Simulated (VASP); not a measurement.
# Nb (Fd-3m) in VASP: a series of runs, part 2 of 2

VASP 6.6.1. The steps go on from the part before.

### 4 Single point, RPBE (volume scaled by 1.12)

Input file INCAR:

```
SYSTEM = Nb
PREC = Accurate
ENCUT = 520
EDIFF = 1E-6
ISMEAR = -1
SIGMA = 0.1
LREAL = .FALSE.
LASPH = .TRUE.
NELM = 100
ALGO = Normal
ISIF = 2
LWAVE = .FALSE.
LCHARG = .FALSE.
GGA = RP
NBANDS = 20
```

Input file KPOINTS:

```
Automatic mesh
0
G
  10 10 10
  0 0 0
```

Input file POSCAR:

```
Nb
1.0
    0.0000000000      3.0993955569      3.0993955569
    3.0993955569      0.0000000000      3.0993955569
    3.0993955569      3.0993955569      0.0000000000
Nb
2
Direct
    0.1250000000      0.1250000000      0.1250000000
    0.8750000000      0.8750000000      0.8750000000
```

Command:

```
$ cat potpaw_PBE.64/Nb_sv/POTCAR > POTCAR
$ mpirun -np 1 vasp_std > vasp.out
```

Run time: 51 s. Hardware: 1 thread of Intel Xeon Platinum 8488C (Sapphire Rapids), shared host; peak memory 0.21 GiB.

Results (log left out):

```yaml
Free_energy: -14.3442 eV
Pressure: -5.5 GPa
Band_gap_on_the_k_mesh: zero (band 13 reaches 5.78 eV, above the bottom of band 14 at 4.83 eV)
```

Levels at points of the mesh, in eV from the Fermi level:
| k point | band 11 | band 12 | band 13 | band 14 | band 15 | band 16 |
| --- | --- | --- | --- | --- | --- | --- |
| (0.00, 0.00, 0.00) | -1.02 | -0.45 | -0.45 | -0.45 | 1.70 | 1.70 |
| (0.50, 0.00, 0.00) | -0.87 | -0.87 | -0.56 | -0.56 | 0.38 | 2.58 |
| (0.50, 0.50, 0.00) | -0.49 | -0.49 | -0.01 | -0.01 | 1.32 | 1.32 |

Caveat: the cell differs from its parent crystal (volume scaled by 1.12); the PAW data sets were made with another functional, which shifts forces and pressure a little.

### 5 Relaxation of cell and atoms, RPBE

This run uses another cell than the first one, of 24.27 Å³/atom, 0.878 times its volume.

Input file INCAR:

```
SYSTEM = Nb
PREC     = Accurate       ! precision mode
ENCUT    = 600            ! plane-wave cutoff, eV
EDIFF    = 1E-7           ! SCF threshold, eV
ISMEAR   = -1             ! smearing method
SIGMA    = 0.1            ! smearing width, eV
LREAL    = .False.        ! projectors in reciprocal space
LASPH    = .True.         ! aspherical terms in the spheres
NELM     = 100            ! most SCF steps
ALGO     = Normal         ! electronic algorithm
ISIF     = 3              ! what is computed and relaxed
LWAVE    = .False.        ! write WAVECAR
LCHARG   = .False.        ! write CHGCAR
GGA      = RP             ! functional
IBRION   = 2              ! ionic algorithm
NSW      = 80             ! ionic steps
EDIFFG   = -0.01          ! ionic threshold
```

Input file KPOINTS:

```
Automatic mesh
0
Gamma
  9 9 9
  0 0 0
```

Input file POSCAR:

```
Nb
1.0
    0.0000000000      2.8951284430      2.8951284430
    2.8951284430      0.0000000000      2.8951284430
    2.8951284430      2.8951284430      0.0000000000
Nb
2
Direct
    0.1250000000      0.1250000000      0.1250000000
    0.8750000000      0.8750000000      0.8750000000
```

Potentials or basis: VASP PAW PBE potentials, release 64 (Nb_sv).

Command:

```
$ cat potpaw_PBE.64/Nb_sv/POTCAR > POTCAR
$ mpirun -np 1 vasp_std > vasp.out
```

OUTCAR:

```text
SYSTEM = Nb
   PREC = Accurate
   ENCUT = 600
   EDIFF = 1E-7
   ISMEAR = -1
   LREAL = .False.
   LASPH = .True.
   NELM = 100
   ISIF = 3
   GGA = RP
   IBRION = 2
   NSW = 80
   EDIFFG = -0.01

 ion  position               nearest neighbor table
   1  0.125  0.125  0.125-   2 2.51   2 2.51   2 2.51   2 2.51
   2  0.875  0.875  0.875-   1 2.51   1 2.51   1 2.51   1 2.51

  LATTYP: Found a face centered cubic cell.
 ALAT       =     5.7902568860

  Lattice vectors:

 A1 = (   0.0000000000,   2.8951284430,   2.8951284430)
 A2 = (   2.8951284430,   0.0000000000,   2.8951284430)
 A3 = (   2.8951284430,   2.8951284430,   0.0000000000)

Analysis of symmetry for initial positions (statically):
=====================================================================
 Subroutine PRICEL returns:
 Original cell was already a primitive cell.

[... 213 lines left out ...]
 cond. band min:       6.0032124794   @ k =  -0.3333   0.3333   0.1111
 fundamental gap:      0.0310647732
 Fermi energy:         5.9818924870

 k-point     1 :       0.0000    0.0000    0.0000
  band No.  band energies     occupation
      1     -48.5144      2.00000
      2     -47.9968      2.00000
      3     -24.8602      2.00000
      4     -24.8602      2.00000
      5     -24.8602      2.00000
      6     -23.9475      2.00000
[... 506 lines left out ...]
--------------------------------------- Ionic step        3  -------------------------------------------

 number of electron      26.0000001 magnetization

 Free energy of the ion-electron system (eV)
  ---------------------------------------------------
  ext. energy  EPLUGINS =         0.00000000
  ---------------------------------------------------
  free energy    TOTEN  =       -14.46114919 eV

  energy without entropy =      -14.33836643  energy(sigma->0) =      -14.39975781

 E-fermi :   6.4847     XC(G=0): -10.1059

 val. band max:        6.4416441265   @ k =   0.4444   0.1111   0.0000
 cond. band min:       6.4867930930   @ k =  -0.4444   0.3333   0.1111
 fundamental gap:      0.0451489665
 Fermi energy:         6.4846623342

 k-point     1 :       0.0000    0.0000    0.0000
  band No.  band energies     occupation
      1     -48.0185      2.00000
      2     -47.4016      2.00000
      3     -24.3988      2.00000
      4     -24.3988      2.00000
      5     -24.3988      2.00000
      6     -23.3611      2.00000
[... 500 lines left out ...]
  FREE ENERGIE OF THE ION-ELECTRON SYSTEM (eV)
  ---------------------------------------------------
  free  energy   TOTEN  =       -14.4611491865 eV

  energy  without entropy=      -14.3383664302  energy(sigma->0) =      -14.39975781

 reached required accuracy - stopping structural energy minimisation
```

It took 1.8 min on 1 thread of Intel Xeon Platinum 8488C (Sapphire Rapids), shared host; peak memory 0.22 GiB.

Results:

| Quantity | Value |
| --- | --- |
| Free energy | -14.4611 eV |
| Relaxed volume | 26.57 Å³/atom |
| Relaxed cell | a = 4.220 Å, b = 4.220 Å, c = 4.220 Å, α = 60.00°, β = 60.00°, γ = 60.00° |
| Space group after relaxing (to 0.05 Å) | Fd-3m (No. 227) |
| Energy gained by relaxing | 44.0 meV/atom |
| Ionic steps | 3 |
| Pressure after relaxing | 0.0 GPa |
| Band gap on the k mesh | zero (band 13 reaches 6.81 eV, above the bottom of band 14 at 5.86 eV) |

Step by step:
| step | energy change (eV) | largest force (eV/Å) | pressure (GPa) | volume (Å³) |
| --- | --- | --- | --- | --- |
| 1 | 0.0000 | 0.0000 | 6.60 | 48.53 |
| 2 | -0.0626 | 0.0000 | -2.80 | 55.90 |
| 3 | -0.0880 | 0.0000 | -0.01 | 53.13 |

Final structure:
```xyz
2
Lattice="0.0000 2.9838 2.9838 2.9838 0.0000 2.9838 2.9838 2.9838 0.0000" Properties=species:S:1:pos:R:3 pbc="T T T"
Nb    0.7460    0.7460    0.7460
Nb    5.2217    5.2217    5.2217
```

Caveat: the PAW data sets were made with another functional, which shifts forces and pressure a little.

### 6 Single point, RPBE

This run uses another cell than the first one, of 26.58 Å³/atom, 0.962 times its volume.

Input file INCAR:

```
PREC = Accurate ; ENCUT = 520
EDIFF = 1E-6 ; ISMEAR = -1
SIGMA = 0.1 ; LREAL = F
LASPH = T ; NELM = 60
ALGO = Normal ; ISIF = 2
LWAVE = F ; LCHARG = F
GGA = RP ; NBANDS = 20
```

Input file KPOINTS:

```
regular mesh
0
Gamma
  15 15 15
```

Input file POSCAR:

```
Nb
1.0
    0.0000000000      2.9844959822      2.9844959822
    2.9844959822      0.0000000000      2.9844959822
    2.9844959822      2.9844959822      0.0000000000
Nb
2
Direct
    0.1250000000      0.1250000000      0.1250000000
    0.8750000000      0.8750000000      0.8750000000
```

Potentials or basis: VASP PAW PBE potentials, release 64 (Nb_sv).

Command:

```
$ cat potpaw_PBE.64/Nb_sv/POTCAR > POTCAR
$ mpirun -np 1 vasp_std > vasp.out
```

Wall time 89 s (1 thread of Intel Xeon Platinum 8488C (Sapphire Rapids), shared host); peak memory 0.24 GiB.

The run converged. Its results:

- Free energy: -14.4621 eV
- Pressure: -0.1 GPa
- Band gap on the k mesh: zero (band 13 reaches 6.87 eV, above the bottom of band 14 at 5.81 eV)

Levels at points of the mesh, in eV from the Fermi level:
| k point | band 11 | band 12 | band 13 | band 14 | band 15 | band 16 |
| --- | --- | --- | --- | --- | --- | --- |
| (0.00, 0.00, 0.00) | -1.33 | -0.52 | -0.52 | -0.52 | 1.87 | 1.87 |

Caveat: the PAW data sets were made with another functional, which shifts forces and pressure a little.

### 7 Overview

| task | cell | k mesh | cutoff (eV) | gap on the mesh (eV) | pressure (GPa) |
| --- | --- | --- | --- | --- | --- |
| single point | a = 4.276 Å, angles 60.0°, 2 atoms | 10 × 10 × 10 | 520 | none | -2.3 |
| single point | a = 4.330 Å, angles 60.0°, 2 atoms | 10 × 10 × 10 | 520 | none | -4.0 |
| single point | a = 4.383 Å, angles 60.0°, 2 atoms | 10 × 10 × 10 | 520 | none | -5.5 |
| relaxation of cell and atoms | relaxed from a = 4.094 Å, angles 60.0°, 2 atoms | 9 × 9 × 9 | 600 | none | 0.0 |
| single point | a = 4.221 Å, angles 60.0°, 2 atoms | 15 × 15 × 15 | 520 | none | -0.1 |

Alike in all rows: level RPBE; potentials or basis VASP PAW PBE potentials, release 64 (Nb_sv); no spin polarisation; smearing fermi-dirac 0.1 eV.

Caveats: the PAW data sets were made with another functional, which shifts forces and pressure a little.

Absolute energies hang on the potentials; compare differences alone.
